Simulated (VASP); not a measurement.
# C (C2/m) in VASP: further runs

The runs below take C through single point, with RPBE, revPBE.

Everything below comes from runs of VASP 6.6.1. Logs are shortened: lines on timing, memory, paths and dates and some standing lists are left out, and cuts for length are marked.

### 1 The cell of the first run

It takes space group C2/m (No. 12, monoclinic). Conventional cell: a = 4.290 Å, b = 2.477 Å, c = 5.033 Å, α = 90.00°, β = 106.13°, γ = 90.00°. C (site symmetry m) has 3 C at 1.43 Å within 1.9 Å.

### 2 Single point, RPBE

INCAR reads:

```
PREC     = Accurate       # precision mode
ENCUT    = 520            # plane-wave cutoff, eV
EDIFF    = 1E-7           # SCF threshold, eV
ISMEAR   = -1             # smearing method
SIGMA    = 0.05           # smearing width, eV
LREAL    = F              # projectors in reciprocal space
LASPH    = T              # aspherical terms in the spheres
NELM     = 100            # most SCF steps
ALGO     = Normal         # electronic algorithm
ISIF     = 2              # what is computed and relaxed
LWAVE    = F              # write WAVECAR
LCHARG   = F              # write CHGCAR
GGA      = RP             # functional
NBANDS   = 11             # bands
```

KPOINTS reads:

```
Automatic mesh
0
Gamma
  13 13 8
```

POSCAR reads:

```
C
1.0
    2.1451500407     -1.2385031192     -0.0019637753
    2.1451500407      1.2385031192     -0.0019637753
   -1.3938615807      0.0000000000      4.8363927983
C
2
Direct
    0.1666651280      0.1666651280      0.9999952944
    0.8333348720      0.8333348720      0.0000047056
```

Potentials or basis: VASP PAW PBE potentials, release 64 (C).

Launch:

```console
cat potpaw_PBE.64/C/POTCAR > POTCAR
mpirun -np 1 vasp_std > vasp.out
```

OUTCAR:

```text
PREC = Accurate
   ENCUT = 520
   EDIFF = 1E-7
   ISMEAR = -1
   LREAL = F
   LASPH = T
   NELM = 100
   ISIF = 2
   GGA = RP

 ion  position               nearest neighbor table
   1  0.167  0.167  1.000-   2 1.43   2 1.43   2 1.43
   2  0.833  0.833  0.000-   1 1.43   1 1.43   1 1.43

  LATTYP: Found a base centered monoclinic cell.
 ALAT       =     4.2903018791
 B/A-ratio  =     0.5773501045
 C/A-ratio  =     1.1731678017
 COS(beta)  =    -0.2778105847

  Lattice vectors:

 A1 = (   2.1451500407,  -1.2385031192,  -0.0019637753)
 A2 = (   2.1451500407,   1.2385031192,  -0.0019637753)
 A3 = (  -1.3938615807,   0.0000000000,   4.8363927983)

Analysis of symmetry for initial positions (statically):
=====================================================================
 Subroutine PRICEL returns:
 Original cell was already a primitive cell.

 Routine SETGRP: Setting up the symmetry group for a
 base centered monoclinic supercell.

 Subroutine GETGRP returns: Found  4 space group operations
 (whereof  4 operations were pure point group operations)
 out of a pool of  4 trial point group operations.

The static configuration has the point symmetry C_2h.

Analysis of symmetry for dynamics (positions and initial velocities):
=====================================================================
 Subroutine PRICEL returns:
 Original cell was already a primitive cell.

 Routine SETGRP: Setting up the symmetry group for a
 base centered monoclinic supercell.

 Subroutine GETGRP returns: Found  4 space group operations
 (whereof  4 operations were pure point group operations)
 out of a pool of  4 trial point group operations.

The dynamic configuration has the point symmetry C_2h.

 Subroutine INISYM returns: Found  4 space group operations
 (whereof  4 operations are pure point group operations),
 and found     1 'primitive' translations

----------------------------------------------------------------------------------------

                                     Primitive cell

  volume of cell :      25.6916

  direct lattice vectors                    reciprocal lattice vectors
     2.145150041 -1.238503119 -0.001963775     0.233145441 -0.403713154  0.067193151
     2.145150041  1.238503119 -0.001963775     0.233145441  0.403713154  0.067193151
    -1.393861581  0.000000000  4.836392798     0.000189333  0.000000000  0.206820237

  length of vectors
     2.477006768  2.477006768  5.033244024     0.471015952  0.471015952  0.206820324

  position of ions in fractional coordinates (direct lattice)
     0.166665128  0.166665128  0.999995294
     0.833334872  0.833334872  0.000004706

  ion indices of the primitive-cell ions
   primitive index   ion index
                 1           1
                 2           2

----------------------------------------------------------------------------------------

 KPOINTS: Automatic mesh

Automatic generation of k-mesh.
 Grid dimensions read from file:
 generate k-points for:   13   13    8

 Generating k-lattice:

  Cartesian coordinates                     Fractional coordinates (reciprocal lattice)
     0.017934265 -0.031054858  0.005168704     0.076923077 -0.000000000 -0.000000000
     0.017934265  0.031054858  0.005168704    -0.000000000  0.076923077 -0.000000000
     0.000023667  0.000000000  0.025852530     0.000000000  0.000000000  0.125000000

  Length of vectors
     0.036231996  0.036231996  0.025852540

  Shift w.r.t. Gamma in fractional coordinates (k-lattice)
     0.000000000  0.000000000  0.000000000

 Subroutine IBZKPT returns following result:
 ===========================================

 Found    371 irreducible k-points:

 Following reciprocal coordinates:
            Coordinates               Weight
  0.000000  0.000000  0.000000      1.000000
  0.076923 -0.000000  0.000000      4.000000
  0.153846 -0.000000  0.000000      4.000000
  0.230769 -0.000000  0.000000      4.000000
  0.307692 -0.000000  0.000000      4.000000
  0.384615 -0.000000  0.000000      4.000000
[... 16 lines left out ...]
  0.384615  0.153846  0.000000      4.000000
  0.461538  0.153846  0.000000      4.000000
 [... further k-points ...]
   k-points           NKPTS =    371   k-points in BZ     NKDIM =    371   number of bands    NBANDS=     11
   number of dos      NEDOS =    301   number of ions     NIONS =      2
   total plane-waves  NPLWV =  12960
   dimension x,y,z NGX =    18 NGY =   18 NGZ =   40
   dimension x,y,z NGXF=    36 NGYF=   36 NGZF=   80
   ions per type =               2
   NGX,Y,Z   is equivalent  to a cutoff of  12.08, 12.08, 13.21 a.u.
   NGXF,Y,Z  is equivalent  to a cutoff of  24.16, 24.16, 26.42 a.u.
 SYSTEM =  unknown system
   PREC   = accura    normal or accurate (medium, high low for compatibility)
   ISTART =      0    job   : 0-new  1-cont  2-samecut
   ICHARG =      2    charge: 1-file 2-atom 10-const
   ISPIN  =      1    spin polarized calculation?
   LNONCOLLINEAR =      F non collinear calculations
   LSORBIT =      F    spin-orbit coupling
   LASPH  =      T    aspherical Exc in radial PAW
   ENCUT  =  520.0 eV  38.22 Ry    6.18 a.u.   4.61  4.61  9.36*2*pi/ulx,y,z
   NELM   =    100;   NELMIN=  2; NELMDL= -5     # of ELM steps
   EDIFF  = 0.1E-06   stopping-criterion for ELM
   LREAL  =      F    real-space projection
   EDIFFG = 0.1E-05   stopping-criterion for IOM
   NSW    =      0    number of steps for IOM
   IBRION =     -1    ionic relax: 0-MD 1-quasi-New 2-CG
   NFREE  =      0    steps in history (QN), initial steepest desc. (CG)
   ISIF   =      2    stress and relaxation
   ISYM   =      2    0-nonsym 1-usesym 2-fastsym
   POTIM  = 0.5000    time-step for ionic-motion
   TEBEG  =    0.0;   TEEND  =   0.0 temperature during run
   PSTRESS=    0.0 pullay stress
   NELECT =       8.0000    total number of electrons
   NUPDOWN=      -1.0000    fix difference up-down
   EMIN   =  10.00;   EMAX   =-10.00  energy-range for DOS
   EFERMI =   0.00;   METHOD = LEGACY
   ISMEAR =    -1;   SIGMA  =   0.05  broadening in eV -4-tet -1-fermi 0-gaus
   EFERMI_NEDOS =   21; number of points for ismear=-14 and -15
   IALGO  =     38    algorithm
   IMIX   =      4    mixing-type and parameters
     AMIX     =   0.40;   BMIX     =  1.00
     AMIX_MAG =   1.60;   BMIX_MAG =  1.00
  volume/ion in A,a.u.               =      12.85        86.69
  Fermi-wavevector in a.u.,A,eV,Ry     =   1.109620  2.096878 16.752260  1.231256
  Thomas-Fermi vector in A             =   2.246162
   LORBIT       =      0    0 simple, 1 ext, 2 COOP (PROOUT), +10 PAW based schemes
   GGA     = RP    functional components
   LHFCALC =     F    Hartree Fock is set to
   AEXX    =    0.0000 exact exchange contribution
   IVDW    =     0    specifies the selected vdW correction
   LEPSILON=     F    determine dielectric tensor
   LRPA    =     F    only Hartree local field effects (RPA)
 non-spin polarized calculation
  energy-cutoff  :      520.00
  volume of cell :       25.69
 maximum number of plane-waves:       708
   NGX =  9   NGY =  9   NGZ = 19

 number of electron       8.0000000 magnetization

 Free energy of the ion-electron system (eV)
  ---------------------------------------------------
  ext. energy  EPLUGINS =         0.00000000
  ---------------------------------------------------
  free energy    TOTEN  =       -17.64637811 eV

  energy without entropy =      -17.64637808  energy(sigma->0) =      -17.64637810

 E-fermi :   2.0079     XC(G=0):  -7.8068

 val. band max:        1.2834530491   @ k =  -0.3077   0.3077   0.0000
 cond. band min:       2.7448498476   @ k =  -0.3077   0.3846   0.2500
 fundamental gap:      1.4613967985
 Fermi energy:         2.0079294986

 k-point     1 :       0.0000    0.0000    0.0000
  band No.  band energies     occupation
      1     -17.4890      2.00000
      2      -5.4098      2.00000
      3      -1.0270      2.00000
      4      -1.0270      2.00000
      5       4.9197      0.00000
      6      10.2439      0.00000
      7      10.2440      0.00000
      8      13.3333      0.00000
      9      14.1245      0.00000
     10      15.2026      0.00000
     11      20.6345      0.00000

 k-point     2 :       0.0769   -0.0000    0.0000
  band No.  band energies     occupation
      1     -17.3499      2.00000
      2      -5.2471      2.00000
      3      -1.5897      2.00000
      4      -1.3152      2.00000
      5       5.1131      0.00000
      6      10.3039      0.00000
      7      10.8341      0.00000
      8      12.8549      0.00000
      9      14.3958      0.00000
     10      15.2949      0.00000
     11      20.8471      0.00000

 k-point     3 :       0.1538   -0.0000    0.0000
  band No.  band energies     occupation
      1     -16.9337      2.00000
      2      -4.7625      2.00000
      3      -3.0321      2.00000
      4      -2.0118      2.00000
      5       5.6932      0.00000
      6      10.2663      0.00000
      7      11.5515      0.00000
      8      12.4219      0.00000
      9      15.2714      0.00000
     10      15.5678      0.00000
     11      21.4243      0.00000

 k-point     4 :       0.2308   -0.0000    0.0000
  band No.  band energies     occupation
      1     -16.2448      2.00000
      2      -4.9225      2.00000
      3      -3.9691      2.00000
      4      -2.8225      2.00000
      5       6.6564      0.00000
      6       9.7086      0.00000
      7      10.0118      0.00000
      8      14.6617      0.00000
      9      15.9975      0.00000
     10      16.5797      0.00000
     11      22.0615      0.00000
[... 239 lines left out ...]
 k-point    22 :       0.3077    0.1538    0.0000
  band No.  band energies     occupation
      1     -15.8337      2.00000
      2      -5.3050      2.00000
      3      -3.9724      2.00000
      4      -3.5235      2.00000
      5       7.4380      0.00000
      6       8.8872      0.00000
      7      11.6728      0.00000
      8      13.1339      0.00000
      9      15.4953      0.00000
     10      18.4772      0.00000
     11      20.5827      0.00000

 k-point    23 :       0.3846    0.1538    0.0000
  band No.  band energies     occupation
      1     -14.8878      2.00000
      2      -6.9091      2.00000
      3      -4.9785      2.00000
      4      -2.4662      2.00000
      5       7.1075      0.00000
      6       8.8108      0.00000
      7      11.8697      0.00000
      8      14.4371      0.00000
      9      15.6331      0.00000
     10      19.3093      0.00000
     11      20.1139      0.00000

 k-point    24 :       0.4615    0.1538    0.0000
  band No.  band energies     occupation
      1     -13.7019      2.00000
      2      -8.7015      2.00000
      3      -5.6113      2.00000
      4      -1.2076      2.00000
      5       5.2885      0.00000
      6      10.5086      0.00000
      7      11.6584      0.00000
      8      15.4440      0.00000
      9      15.7161      0.00000
     10      18.8553      0.00000
     11      19.4093      0.00000

 [... further k-points ...]
[... 5 lines left out ...]
  --------------------------------------------------------------------------------------
  -------------------------------------------------------------------------------------
  Total        0.0672634      0.0672813     -0.0072203      0.0000000      0.0000000     -0.0001258
  in kB        4.1946702      4.1957828     -0.4502682      0.0000000      0.0000000     -0.0078469
  external PRESSURE =       2.6467283 kB  Pullay stress =       0.0000000 kB

 VOLUME and BASIS-vectors are now :
 -----------------------------------------------------------------------------
  energy-cutoff  :      520.00
  volume of cell :       25.69
      direct lattice vectors                 reciprocal lattice vectors
     2.145150041 -1.238503119 -0.001963775     0.233145441 -0.403713154  0.067193151
     2.145150041  1.238503119 -0.001963775     0.233145441  0.403713154  0.067193151
    -1.393861581  0.000000000  4.836392798     0.000189333  0.000000000  0.206820237

 POSITION                                       TOTAL-FORCE (eV/Angst)
 -----------------------------------------------------------------------------------
     -0.67881      0.00000      4.83572        -0.000008      0.000000      0.000562
      3.57525      0.00000     -0.00325         0.000008      0.000000     -0.000562
 -----------------------------------------------------------------------------------
    total drift:                               -0.000000     -0.000000      0.000000

  FREE ENERGIE OF THE ION-ELECTRON SYSTEM (eV)
  ---------------------------------------------------
  free  energy   TOTEN  =       -17.6463781113 eV

  energy  without entropy=      -17.6463780803  energy(sigma->0) =      -17.64637810
```

Wall time 1.7 min (1 thread of AMD EPYC 7R43 (Zen 3), shared host); peak memory 0.15 GiB.

Results:

* Free energy: -17.6464 eV
* Pressure: 0.3 GPa

Caveat: this functional lacks dispersion, which binds the layers, so the pressure and a relaxed spacing across them are unreliable; the PAW data sets were made with another functional, which shifts forces and pressure a little.

(Continued in part 2 of 2.)
